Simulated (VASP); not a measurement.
Set up this calculation in VASP 6.6.1, as the native input.

```yaml
Task: single point
Functional: PBE
Potentials_or_basis: VASP PAW PBE potentials, release 64 (K_sv, F)
Cutoff: 520 eV
k_mesh: 8 × 8 × 8
Occupations: gaussian, width 0.05 eV
Spin: no spin polarisation
Dipole_correction: no
Further_INCAR_settings: ALGO = Normal; EDIFF = 1e-06; NBANDS = 15
```

The structure of KF lies in POSCAR:

```
KF
1.0
    0.0000000000      2.6066625000      2.6735000000
    2.6066625000      0.0000000000      2.6735000000
    2.6066625000      2.6066625000      0.0000000000
K F
1 1
Direct
    0.0000000000      0.0000000000      0.0000000000
    0.5000000000      0.5000000000      0.5000000000
```

This cell differs from its parent crystal: strain -0.025 along x and y, +0.000 along z.

One way to write it, as run:

INCAR

```
SYSTEM = KF
PREC     = Accurate       ! precision mode
ENCUT    = 520            ! plane-wave cutoff, eV
EDIFF    = 1E-6           ! SCF threshold, eV
ISMEAR   = 0              ! smearing method
SIGMA    = 0.05           ! smearing width, eV
LREAL    = .FALSE.        ! projectors in reciprocal space
LASPH    = .TRUE.         ! aspherical terms in the spheres
NELM     = 100            ! most SCF steps
ALGO     = Normal         ! electronic algorithm
ISIF     = 2              ! what is computed and relaxed
LWAVE    = .FALSE.        ! write WAVECAR
LCHARG   = .FALSE.        ! write CHGCAR
GGA      = PE             ! functional
NBANDS   = 15             ! bands
```

KPOINTS

```
Automatic mesh
0
G
  8 8 8
  0 0 0
```

Potentials or basis: VASP PAW PBE potentials, release 64 (K_sv, F).

The run is started by

```bash
$ cat potpaw_PBE.64/K_sv/POTCAR potpaw_PBE.64/F/POTCAR > POTCAR
$ mpirun -np 1 vasp_std > vasp.out
```

Results of the run:

```yaml
Pressure: 3.5 GPa
Band_gap_on_the_k_mesh: 6.41 eV, direct
```

Caveat: the cell differs from its parent crystal (strain -0.025 along x and y, +0.000 along z).

It took 23 s on 1 thread of Intel(R) Xeon(R) Platinum 8488C (Sapphire Rapids), on a shared host, peak memory 0.17 GiB.
